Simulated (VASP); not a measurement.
# Pt in VASP: further runs

Runs on Pt. Level: PBEsol. Tasks: single point.

All numbers are computed with VASP 6.6.1; they aren't measurements. Logs are shortened: lines on timing, memory, paths and dates and some standing lists are left out, and cuts for length are marked.

### 1 The cell of the first run

Symmetry: Fm-3m, No. 225, cubic system. The conventional cell has a = 4.096 Å, b = 4.096 Å, c = 4.096 Å, α = 90.00°, β = 90.00°, γ = 90.00°. Within 3.8 Å of Pt (site symmetry m-3m) lie 12 Pt at 2.90 Å.

### 2 Single point, PBEsol (strained)

Contents of INCAR:

```
SYSTEM = Pt
ALGO = Normal ; EDIFF = 1E-6
ENCUT = 520 ; GGA = PS
ISIF = 2 ; ISMEAR = 0
LASPH = .True. ; LCHARG = .True.
LELF = .True. ; LREAL = .False.
LVHAR = .True. ; LWAVE = .False.
NBANDS = 11 ; NELM = 80
PREC = Accurate ; SIGMA = 0.1
```

Contents of KPOINTS:

```
k-points
0
Gamma
  18 18 18
  0 0 0
```

Contents of POSCAR:

```
Pt
1.0
    0.0000000000      2.0480423960      2.0480423960
    2.0480423960      0.0000000000      2.0480423960
    2.0480423960      2.0480423960      0.0000000000
Pt
1
Direct
    0.0000000000      0.0000000000      0.0000000000
```

Potentials or basis: VASP PAW PBE potentials, release 64 (Pt).

Started as:

```console
$ cat potpaw_PBE.64/Pt/POTCAR > POTCAR
$ mpirun -np 1 vasp_std > vasp.out
```

OUTCAR:

```text
SYSTEM = Pt
   EDIFF = 1E-6
   ENCUT = 520
   GGA = PS
   ISIF = 2
   ISMEAR = 0
   LASPH = .True.
   LREAL = .False.
   NELM = 80
   PREC = Accurate

 ion  position               nearest neighbor table
   1  0.000  0.000  0.000-

  LATTYP: Found a face centered cubic cell.
 ALAT       =     4.0960847920

  Lattice vectors:

 A1 = (   0.0000000000,   2.0480423960,   2.0480423960)
 A2 = (   2.0480423960,   0.0000000000,   2.0480423960)
 A3 = (   2.0480423960,   2.0480423960,   0.0000000000)

Analysis of symmetry for initial positions (statically):
=====================================================================
 Subroutine PRICEL returns:
 Original cell was already a primitive cell.

 Routine SETGRP: Setting up the symmetry group for a
 face centered cubic supercell.

 Subroutine GETGRP returns: Found 48 space group operations
 (whereof 48 operations were pure point group operations)
 out of a pool of 48 trial point group operations.

The static configuration has the point symmetry O_h .

Analysis of symmetry for dynamics (positions and initial velocities):
=====================================================================
 Subroutine PRICEL returns:
 Original cell was already a primitive cell.

 Routine SETGRP: Setting up the symmetry group for a
 face centered cubic supercell.

 Subroutine GETGRP returns: Found 48 space group operations
 (whereof 48 operations were pure point group operations)
 out of a pool of 48 trial point group operations.

The dynamic configuration has the point symmetry O_h .

 Subroutine INISYM returns: Found 48 space group operations
 (whereof 48 operations are pure point group operations),
 and found     1 'primitive' translations

----------------------------------------------------------------------------------------

                                     Primitive cell

  volume of cell :      17.1809

  direct lattice vectors                    reciprocal lattice vectors
     0.000000000  2.048042396  2.048042396    -0.244135571  0.244135571  0.244135571
     2.048042396  0.000000000  2.048042396     0.244135571 -0.244135571  0.244135571
     2.048042396  2.048042396  0.000000000     0.244135571  0.244135571 -0.244135571

  length of vectors
     2.896369333  2.896369333  2.896369333     0.422855213  0.422855213  0.422855213

  position of ions in fractional coordinates (direct lattice)
     0.000000000  0.000000000  0.000000000

  ion indices of the primitive-cell ions
   primitive index   ion index
                 1           1

----------------------------------------------------------------------------------------

 KPOINTS: k-points

Automatic generation of k-mesh.
 Grid dimensions read from file:
 generate k-points for:   18   18   18

 Generating k-lattice:

  Cartesian coordinates                     Fractional coordinates (reciprocal lattice)
    -0.013563087  0.013563087  0.013563087     0.055555556  0.000000000  0.000000000
     0.013563087 -0.013563087  0.013563087     0.000000000  0.055555556  0.000000000
     0.013563087  0.013563087 -0.013563087     0.000000000  0.000000000  0.055555556

  Length of vectors
     0.023491956  0.023491956  0.023491956

  Shift w.r.t. Gamma in fractional coordinates (k-lattice)
     0.000000000  0.000000000  0.000000000

 Subroutine IBZKPT returns following result:
 ===========================================

 Found    195 irreducible k-points:

 Following reciprocal coordinates:
            Coordinates               Weight
  0.000000  0.000000  0.000000      1.000000
  0.055556  0.000000  0.000000      8.000000
  0.111111  0.000000  0.000000      8.000000
  0.166667  0.000000  0.000000      8.000000
  0.222222  0.000000  0.000000      8.000000
  0.277778  0.000000  0.000000      8.000000
[... 16 lines left out ...]
 -0.277778  0.055556  0.000000     24.000000
 -0.222222  0.055556  0.000000     24.000000
 [... further k-points ...]
   k-points           NKPTS =    195   k-points in BZ     NKDIM =    195   number of bands    NBANDS=     11
   number of dos      NEDOS =    301   number of ions     NIONS =      1
   total plane-waves  NPLWV =  13824
   dimension x,y,z NGX =    24 NGY =   24 NGZ =   24
   dimension x,y,z NGXF=    48 NGYF=   48 NGZF=   48
   ions per type =               1
   NGX,Y,Z   is equivalent  to a cutoff of  13.78, 13.78, 13.78 a.u.
   NGXF,Y,Z  is equivalent  to a cutoff of  27.55, 27.55, 27.55 a.u.
 SYSTEM =  Pt
   PREC   = accura    normal or accurate (medium, high low for compatibility)
   ISTART =      0    job   : 0-new  1-cont  2-samecut
   ICHARG =      2    charge: 1-file 2-atom 10-const
   ISPIN  =      1    spin polarized calculation?
   LNONCOLLINEAR =      F non collinear calculations
   LSORBIT =      F    spin-orbit coupling
   LASPH  =      T    aspherical Exc in radial PAW
   ENCUT  =  520.0 eV  38.22 Ry    6.18 a.u.   5.39  5.39  5.39*2*pi/ulx,y,z
   NELM   =     80;   NELMIN=  2; NELMDL= -5     # of ELM steps
[... 32 lines left out ...]
 Gauss-broadening in eV      SIGMA  =   0.10
  energy-cutoff  :      520.00
  volume of cell :       17.18
 maximum number of plane-waves:       483
 NGX is ok and might be reduce to    24
   NGX = 11   NGY = 11   NGZ = 11

 number of electron      10.0000001 magnetization

 Free energy of the ion-electron system (eV)
  ---------------------------------------------------
  ext. energy  EPLUGINS =         0.00000000
  ---------------------------------------------------
  free energy    TOTEN  =        -6.75601748 eV

  energy without entropy =       -6.74298883  energy(sigma->0) =       -6.74950315

 E-fermi :   8.7535     XC(G=0): -12.8670

 val. band max:        8.7506029581   @ k =   0.5000   0.5000   0.0000
 cond. band min:       8.7574138036   @ k =   0.4444   0.1111   0.0000
 fundamental gap:      0.0068108456
 Fermi energy:         8.7534507036

 k-point     1 :       0.0000    0.0000    0.0000
  band No.  band energies     occupation
      1      -0.1459      2.00000
      2       5.6811      2.00000
      3       5.6811      2.00000
      4       5.6811      2.00000
      5       7.4369      2.00000
      6       7.4369      2.00000
      7      23.6419      0.00000
      8      27.8711      0.00000
      9      27.8711      0.00000
     10      27.8711      0.00000
     11      32.7197      0.00000

 k-point     2 :       0.0556    0.0000    0.0000
  band No.  band energies     occupation
      1      -0.0361      2.00000
      2       5.6372      2.00000
      3       5.7223      2.00000
      4       5.7223      2.00000
      5       7.4157      2.00000
      6       7.4157      2.00000
      7      23.7943      0.00000
      8      27.2011      0.00000
      9      28.0209      0.00000
     10      28.0209      0.00000
     11      33.3679      0.00000

 k-point     3 :       0.1111    0.0000    0.0000
  band No.  band energies     occupation
      1       0.2848      2.00000
      2       5.5241      2.00000
      3       5.8303      2.00000
      4       5.8303      2.00000
      5       7.3710      2.00000
      6       7.3710      2.00000
      7      24.1881      0.00000
      8      25.7958      0.00000
      9      28.4508      0.00000
     10      28.4508      0.00000
     11      33.5082      0.00000

 k-point     4 :       0.1667    0.0000    0.0000
  band No.  band energies     occupation
      1       0.7866      2.00000
      2       5.3961      2.00000
      3       5.9527      2.00000
      4       5.9527      2.00000
      5       7.3627      2.00000
      6       7.3627      2.00000
      7      23.9600      0.00000
      8      24.8356      0.00000
      9      29.0895      0.00000
     10      29.0895      0.00000
     11      32.0074      0.00000
[... 239 lines left out ...]
 k-point    22 :      -0.3333    0.0556    0.0000
  band No.  band energies     occupation
      1       2.5845      2.00000
      2       5.7774      2.00000
      3       5.8713      2.00000
      4       6.2270      2.00000
      5       8.0029      2.00000
      6       8.6030      1.96660
      7      17.4391      0.00000
      8      24.0208      0.00000
      9      27.0599      0.00000
     10      28.9389      0.00000
     11      32.3470      0.00000

 k-point    23 :      -0.2778    0.0556    0.0000
  band No.  band energies     occupation
      1       2.2554      2.00000
      2       5.5448      2.00000
      3       5.9293      2.00000
      4       5.9875      2.00000
      5       7.6092      2.00000
      6       8.1932      2.00000
      7      19.5225      0.00000
      8      24.5716      0.00000
      9      27.8004      0.00000
     10      30.4329      0.00000
     11      30.9998      0.00000

 k-point    24 :      -0.2222    0.0556    0.0000
  band No.  band energies     occupation
      1       1.7030      2.00000
      2       5.2864      2.00000
      3       6.0130      2.00000
      4       6.0672      2.00000
      5       7.2965      2.00000
      6       7.8385      2.00000
      7      21.5702      0.00000
      8      24.9967      0.00000
      9      28.3778      0.00000
     10      30.2229      0.00000
     11      31.1802      0.00000

 [... further k-points ...]

------------------------ aborting loop because EDIFF is reached ----------------------------------------

  FORCE on cell =-STRESS in cart. coord.  units (eV):
  Direction    XX          YY          ZZ          XY          YZ          ZX
  --------------------------------------------------------------------------------------
  -------------------------------------------------------------------------------------
  Total       -2.8891373     -2.8891373     -2.8891373      0.0000000     -0.0000000      0.0000000
  in kB     -269.4213067   -269.4213067   -269.4213067      0.0000000     -0.0000000      0.0000000
  external PRESSURE =    -269.4213067 kB  Pullay stress =       0.0000000 kB

 VOLUME and BASIS-vectors are now :
 -----------------------------------------------------------------------------
  energy-cutoff  :      520.00
  volume of cell :       17.18
      direct lattice vectors                 reciprocal lattice vectors
     0.000000000  2.048042396  2.048042396    -0.244135571  0.244135571  0.244135571
     2.048042396  0.000000000  2.048042396     0.244135571 -0.244135571  0.244135571
     2.048042396  2.048042396  0.000000000     0.244135571  0.244135571 -0.244135571

 POSITION                                       TOTAL-FORCE (eV/Angst)
 -----------------------------------------------------------------------------------
      0.00000      0.00000      0.00000        -0.000000     -0.000000     -0.000000
 -----------------------------------------------------------------------------------
    total drift:                               -0.000000      0.000000     -0.000000

  FREE ENERGIE OF THE ION-ELECTRON SYSTEM (eV)
  ---------------------------------------------------
  free  energy   TOTEN  =        -6.7560174808 eV

  energy  without entropy=       -6.7429888277  energy(sigma->0) =       -6.74950315
```

It took 18 s on 1 thread of AMD EPYC 9R45 (Zen 5), shared host; peak memory 0.14 GiB.

What came out:

```yaml
Free_energy: -6.7560 eV
Pressure: -26.9 GPa
Band_gap_on_the_k_mesh: zero (band 5 reaches 9.13 eV, above the bottom of band 6 at 7.36 eV)
```

Caveat: the cell differs from its parent crystal (strained); the PAW data sets were made with another functional, which shifts forces and pressure a little; spin-orbit coupling is left out, which moves the levels of the heavy elements.

### 3 Single point, PBEsol (strained)

Contents of INCAR:

```
ALGO     = Fast           # electronic algorithm
EDIFF    = 1E-6           # SCF threshold, eV
ENCUT    = 520            # plane-wave cutoff, eV
GGA      = PS             # functional
ISIF     = 2              # what is computed and relaxed
ISMEAR   = 0              # smearing method
LASPH    = True           # aspherical terms in the spheres
LCHARG   = True           # write CHGCAR
LELF     = True           # ELF
LREAL    = False          # projectors in reciprocal space
LVHAR    = True         
LWAVE    = False          # write WAVECAR
NBANDS   = 11             # bands
NELM     = 60             # most SCF steps
PREC     = Accurate       # precision mode
SIGMA    = 0.1            # smearing width, eV
```

Contents of KPOINTS:

```
k-points
0
Gamma
  18 18 18
```

Contents of POSCAR:

```
Pt
1.0
    0.0000000000      2.0441794230      2.0441794230
    2.0441794230      0.0000000000      2.0441794230
    2.0441794230      2.0441794230      0.0000000000
Pt
1
Direct
    0.0000000000      0.0000000000      0.0000000000
```

Potentials or basis: VASP PAW PBE potentials, release 64 (Pt).

Started as:

```console
$ cat potpaw_PBE.64/Pt/POTCAR > POTCAR
$ mpirun -np 1 vasp_std > vasp.out
```

Wall time 24 s (1 thread of AMD EPYC 9R45 (Zen 5), shared host); peak memory 0.14 GiB.

It converged, with:

```yaml
Free_energy: -6.7720 eV
Pressure: -26.2 GPa
Band_gap_on_the_k_mesh: zero (band 5 reaches 9.23 eV, above the bottom of band 6 at 7.44 eV)
```

Levels at points of the mesh, in eV from the Fermi level:
```
           k point  band 2  band 3  band 4  band 5  band 6  band 7  band 8  band 9
(0.00, 0.00, 0.00)   -3.10   -3.10   -3.10   -1.33   -1.33   14.88   19.14   19.14
(0.50, 0.00, 0.00)   -3.14   -3.14   -0.04    0.02    0.02    4.92   14.40   18.04
(0.50, 0.50, 0.00)   -5.44    0.00    0.38    0.38    1.96    7.57   10.93   10.93
```

Caveat: the cell differs from its parent crystal (strained); the PAW data sets were made with another functional, which shifts forces and pressure a little; spin-orbit coupling is left out, which moves the levels of the heavy elements.

### 4 Single point, PBEsol (the cell strained at random)

Contents of INCAR:

```
ALGO     = Fast           # electronic algorithm
EDIFF    = 1E-7           # SCF threshold, eV
ENCUT    = 520            # plane-wave cutoff, eV
GGA      = PS             # functional
ISIF     = 2              # what is computed and relaxed
ISMEAR   = 0              # smearing method
LASPH    = True           # aspherical terms in the spheres
LCHARG   = False          # write CHGCAR
LREAL    = False          # projectors in reciprocal space
LWAVE    = False          # write WAVECAR
NBANDS   = 11             # bands
NELM     = 100            # most SCF steps
PREC     = Accurate       # precision mode
SIGMA    = 0.1            # smearing width, eV
```

Contents of KPOINTS:

```
k-points
0
Gamma
  16 16 16
```

Contents of POSCAR:

```
Pt
1.0
    0.0123536700      1.9990983320      1.9803717370
    1.8748949260      0.0683765830      1.9243488240
    1.9281921880      1.9963726810      0.0150793210
Pt
1
Direct
    0.0000000000      0.0000000000      0.0000000000
```

Started as:

```console
$ cat potpaw_PBE.64/Pt/POTCAR > POTCAR
$ mpirun -np 1 vasp_std > vasp.out
```

Run time: 4.2 min. Hardware: 1 thread of AMD EPYC 9R45 (Zen 5), shared host; peak memory 0.39 GiB.

Results (log left out):

```yaml
Free_energy: -6.9314 eV
Pressure: 12.8 GPa
Band_gap_on_the_k_mesh: zero (band 5 reaches 12.63 eV, above the bottom of band 6 at 10.05 eV)
```

Stress tensor (GPa, compression positive):
```
14.87 -3.88  2.87
-3.88 11.34 -2.19
 2.87 -2.19 12.07
```

Levels at points of the mesh, in eV from the Fermi level:
| k point | band 2 | band 3 | band 4 | band 5 | band 6 | band 7 | band 8 | band 9 |
| --- | --- | --- | --- | --- | --- | --- | --- | --- |
| (0.00, 0.00, 0.00) | -4.45 | -4.16 | -3.60 | -1.91 | -1.44 | 14.51 | 18.83 | 19.58 |
| (0.50, 0.00, 0.00) | -4.45 | -3.73 | -0.79 | -0.23 | 0.27 | 6.04 | 14.18 | 19.02 |
| (0.00, 0.50, 0.00) | -4.44 | -3.93 | -0.25 | 0.13 | 0.29 | 6.86 | 13.71 | 18.22 |
| (0.50, 0.50, 0.00) | -7.07 | -0.03 | 0.42 | 0.74 | 1.56 | 9.21 | 10.95 | 12.30 |
| (0.00, 0.00, 0.50) | -4.68 | -3.50 | -0.78 | -0.06 | 0.17 | 6.03 | 14.12 | 18.65 |
| (0.50, 0.00, 0.50) | -7.07 | -0.01 | 0.44 | 0.70 | 1.38 | 8.97 | 11.35 | 12.23 |
| (0.00, 0.50, 0.50) | -7.08 | -0.02 | 0.52 | 0.68 | 2.09 | 9.90 | 10.45 | 11.83 |
| (0.50, 0.50, 0.50) | -4.33 | -3.83 | -0.89 | -0.24 | 0.23 | 5.87 | 14.29 | 19.34 |

Caveat: the cell differs from its parent crystal (the cell strained at random); the PAW data sets were made with another functional, which shifts forces and pressure a little; spin-orbit coupling is left out, which moves the levels of the heavy elements.

### 5 Single point, PBEsol, collinear spin, zero start

This run uses another cell than the first one, of 14.47 Å³/atom, 0.842 times its volume.

Contents of INCAR:

```
PREC = Accurate
ENCUT = 500
EDIFF = 1E-6
ISMEAR = 0
SIGMA = 0.1
LREAL = F
LASPH = T
NELM = 200
ALGO = Normal
ISIF = 2
LWAVE = F
LCHARG = T
ISPIN = 2
MAGMOM = 0
LORBIT = 11
LMAXMIX = 4
GGA = PS
LELF = T
LVHAR = T
NBANDS = 15
GGA_COMPAT = F
```

Contents of KPOINTS:

```
Automatic mesh
0
Gamma
  16 16 16
```

POSCAR is that of step 4.

Started as:

```console
$ cat potpaw_PBE.64/Pt/POTCAR > POTCAR
$ mpirun -np 1 vasp_std > vasp.out
```

Wall time 7.3 min (1 thread of Intel Xeon Platinum 8488C (Sapphire Rapids), shared host); peak memory 0.66 GiB.

Results (log left out):

* Free energy: -6.9314 eV
* Pressure: 12.7 GPa
* Band gap on the k mesh: zero (filled and empty bands overlap)
* Net moment: 0.00 μB per cell
* Valence electrons inside the program's atomic spheres: Pt 9.41

Stress tensor (GPa, compression positive):
```
14.83 -3.88  2.87
-3.88 11.30 -2.20
 2.87 -2.20 12.02
```

Levels at points of the mesh, in eV from the Fermi level:
Spin up:
| k point | band 1 | band 2 | band 3 | band 4 | band 5 | band 6 | band 7 | band 8 | band 9 | band 10 |
| --- | --- | --- | --- | --- | --- | --- | --- | --- | --- | --- |
| (0.00, 0.00, 0.00) | -10.75 | -4.45 | -4.16 | -3.60 | -1.91 | -1.44 | 14.51 | 18.83 | 19.57 | 20.89 |
| (0.50, 0.00, 0.00) | -7.83 | -4.45 | -3.73 | -0.79 | -0.23 | 0.27 | 6.04 | 14.18 | 19.02 | 19.88 |
| (0.00, 0.50, 0.00) | -7.69 | -4.44 | -3.93 | -0.25 | 0.13 | 0.29 | 6.86 | 13.71 | 18.22 | 19.00 |
| (0.50, 0.50, 0.00) | -7.58 | -7.07 | -0.03 | 0.42 | 0.74 | 1.56 | 9.21 | 10.95 | 12.30 | 20.70 |
| (0.00, 0.00, 0.50) | -7.83 | -4.68 | -3.50 | -0.78 | -0.06 | 0.17 | 6.02 | 14.12 | 18.65 | 20.26 |
| (0.50, 0.00, 0.50) | -7.59 | -7.07 | -0.01 | 0.44 | 0.70 | 1.38 | 8.97 | 11.35 | 12.23 | 20.85 |
| (0.00, 0.50, 0.50) | -7.54 | -7.08 | -0.02 | 0.52 | 0.68 | 2.09 | 9.90 | 10.45 | 11.83 | 20.29 |
| (0.50, 0.50, 0.50) | -7.87 | -4.33 | -3.83 | -0.90 | -0.24 | 0.23 | 5.87 | 14.29 | 19.34 | 19.92 |
Spin down:
```
           k point  band 2  band 3  band 4  band 5  band 6  band 7  band 8  band 9
(0.00, 0.00, 0.00)   -4.45   -4.16   -3.60   -1.91   -1.44   14.51   18.83   19.57
(0.50, 0.00, 0.00)   -4.45   -3.73   -0.79   -0.23    0.27    6.04   14.18   19.02
(0.00, 0.50, 0.00)   -4.44   -3.93   -0.25    0.13    0.29    6.86   13.71   18.22
(0.50, 0.50, 0.00)   -7.07   -0.03    0.42    0.74    1.56    9.21   10.95   12.30
(0.00, 0.00, 0.50)   -4.68   -3.50   -0.78   -0.06    0.17    6.02   14.12   18.65
(0.50, 0.00, 0.50)   -7.07   -0.01    0.44    0.70    1.38    8.97   11.35   12.23
(0.00, 0.50, 0.50)   -7.08   -0.02    0.52    0.68    2.09    9.90   10.45   11.83
(0.50, 0.50, 0.50)   -4.33   -3.83   -0.90   -0.24    0.23    5.87   14.29   19.34
```

Caveat: the PAW data sets were made with another functional, which shifts forces and pressure a little; spin-orbit coupling is left out, which moves the levels of the heavy elements.

### 6 The runs side by side

| spin | cell | k mesh | cutoff (eV) | gap on the mesh (eV) | pressure (GPa) |
| --- | --- | --- | --- | --- | --- |
| off | a = 2.896 Å, angles 60.0°, 1 atom | 18 × 18 × 18 | 520 | none | -26.9 |
| off | a = 2.891 Å, angles 60.0°, 1 atom | 18 × 18 × 18 | 520 | none | -26.2 |
| off | a = 2.814, b = 2.688, c = 2.776 Å, angles 59.5, 58.8, 58.3°, 1 atom | 16 × 16 × 16 | 520 | none | 12.8 |
| collinear, zero start | a = 2.814, b = 2.688, c = 2.776 Å, angles 59.5, 58.8, 58.3°, 1 atom | 16 × 16 × 16 | 500 | none | 12.7 |

Alike in all rows: task single point; level PBEsol; potentials or basis VASP PAW PBE potentials, release 64 (Pt); smearing gaussian 0.1 eV.

Caveats: the PAW data sets were made with another functional, which shifts forces and pressure a little; spin-orbit coupling is left out, which moves the levels of the heavy elements.

Absolute energies hang on the potentials; compare differences alone.
